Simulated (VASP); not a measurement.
Wanted: the native input for a VASP 6.6.1 run.

| Item | Value |
| --- | --- |
| Task | single point |
| Functional | PBE |
| Potentials or basis | VASP PAW PBE potentials, release 64 (Ta_pv) |
| Cutoff | 520 eV |
| k mesh | 10 × 10 × 10 |
| Occupations | gaussian, width 0.15 eV |
| Spin | no spin polarisation |
| Dipole correction | no |
| Further INCAR settings | ALGO = Fast; EDIFF = 1e-07; NBANDS = 54 |

The structure of Ta lies in POSCAR:

```
Ta
1.0
   -3.3025600000     -3.3025600000      3.3025600000
   -3.3025600000      3.3025600000     -3.3025600000
    3.3025600000     -3.3025600000     -3.3025600000
Ta
8
Direct
    0.5000000000      0.4489032750      0.4489032750
    0.0000000000      0.5000000000      0.5000000000
    0.5000000000      0.0000000000      0.5000000000
    0.0000000000      0.0000000000      0.5000000000
    0.5000000000      0.5000000000      0.0000000000
    0.0000000000      0.5000000000      0.0000000000
    0.5000000000      0.0000000000      0.0000000000
    0.0000000000      0.0000000000      0.0000000000
```

This cell differs from its parent crystal: atom 1 (Ta) moved +0.338 Å along Cartesian [0 0 1].

These files were run (other wordings do the same):

INCAR

```
ALGO     = Fast           # electronic algorithm
EDIFF    = 1E-7           # SCF threshold, eV
ENCUT    = 520            # plane-wave cutoff, eV
GGA      = PE             # functional
ISIF     = 2              # what is computed and relaxed
ISMEAR   = 0              # smearing method
LASPH    = T              # aspherical terms in the spheres
LCHARG   = F              # write CHGCAR
LREAL    = F              # projectors in reciprocal space
LWAVE    = F              # write WAVECAR
NBANDS   = 54             # bands
NELM     = 60             # most SCF steps
PREC     = Accurate       # precision mode
SIGMA    = 0.15           # smearing width, eV
```

KPOINTS

```
k-points
0
Gamma
  10 10 10
```

Potentials or basis: VASP PAW PBE potentials, release 64 (Ta_pv).

The run is started by

```bash
$ cat potpaw_PBE.64/Ta_pv/POTCAR > POTCAR
$ mpirun -np 1 vasp_std > vasp.out
```

It gave:

| Quantity | Value |
| --- | --- |
| Pressure | 5.3 GPa |
| Largest force | 3.463 eV/Å |
| Band gap on the k mesh | zero (bands 44 and 45 overlap by 2.46 eV) |

Caveat: the cell differs from its parent crystal (atom 1 (Ta) moved +0.338 Å along Cartesian [0 0 1]); the cell stands under pressure; spin-orbit coupling is left out, which moves the levels of the heavy elements; forces of over 1 eV/Å act on the atoms, so gaps and moduli don't describe the material at rest.

Wall time 12 min on 1 thread of Intel(R) Xeon(R) 6975P-C (Granite Rapids), with other jobs on the host, peak memory 0.68 GiB.
